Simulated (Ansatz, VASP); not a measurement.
LaPb2: VASP beside Ansatz

File INCAR:

```
SYSTEM = LaPb2
  PREC = Accurate
  ENCUT = 520
  EDIFF = 1E-6
  ISMEAR = -1
  SIGMA = 0.05
  LREAL = .False.
  LASPH = .True.
  NELM = 60
  ALGO = Fast
  ISIF = 2
  LWAVE = .False.
  LCHARG = .True.
  GGA = PE
  LELF = .True.
  LVHAR = .True.
  NBANDS = 26
```

KPOINTS

```
regular mesh
0
Gamma
  9 9 9
  0 0 0
```

File POSCAR:

```
LaPb2
1.0
   -2.0663430000      2.0663430000      5.6384500000
    2.0663430000     -2.0663430000      5.6384500000
    2.0663430000      2.0663430000     -5.6384500000
Pb La
2 1
Direct
    0.6863945000      0.6863945000      0.0000000000
    0.3136055000      0.3136055000      0.0000000000
    0.0000000000      0.0000000000      0.0000000000
```

File input.yaml:

```yaml
crystal:
  lattice:
    - [-2.066343, 2.066343, 5.63845]
    - [2.066343, -2.066343, 5.63845]
    - [2.066343, 2.066343, -5.63845]
  atoms:
    - { symbol: Pb, position: [0.6863945, 0.6863945, 0.0] }
    - { symbol: Pb, position: [0.3136055, 0.3136055, 0.0] }
    - { symbol: La, position: [0.0, 0.0, 0.0] }
hamiltonian:
  xc: pbe
  pseudopotentials: { kind: paw }
kpoints:
  mp_grid: { grid: [9, 9, 9] }
scf:
  occupations: { method: fermi_dirac, width: 0.05 }
output:
  forces: true
  stress: true
  eigenvalues: true
```

Alike in both runs: task single point; functional PBE; k mesh 9 × 9 × 9; occupations fermi-dirac, width 0.05 eV; no spin polarisation.

|  | VASP | Ansatz |
| --- | --- | --- |
| version | VASP 6.6.1 | Ansatz 0.2.0 |
| potentials or method | VASP PAW PBE potentials, release 64 (Pb_d, La) | Ansatz PAW |
| plane-wave cutoff (eV) | 520 | 420 |
| valence electrons in the cell | 39 | 39 |

```csv
,VASP,Ansatz,Ansatz less VASP
gap on the k mesh at the Fermi level (eV),none,none,-
pressure (GPa),0.0,0.1,+0.06
"traceless stress, the component that is largest in VASP (GPa)",0.87,0.86,-0.016
rms of the force components (eV/Å),0.037,0.037,-0.0005
```

Atom by atom the forces differ by 0.001 eV/Å (rms over components). A gap of «none» marks a metal or a gap that the smearing closes. With one functional, cell and mesh, what is left measures potentials, basis and numerics.

Spin-orbit coupling is off throughout.
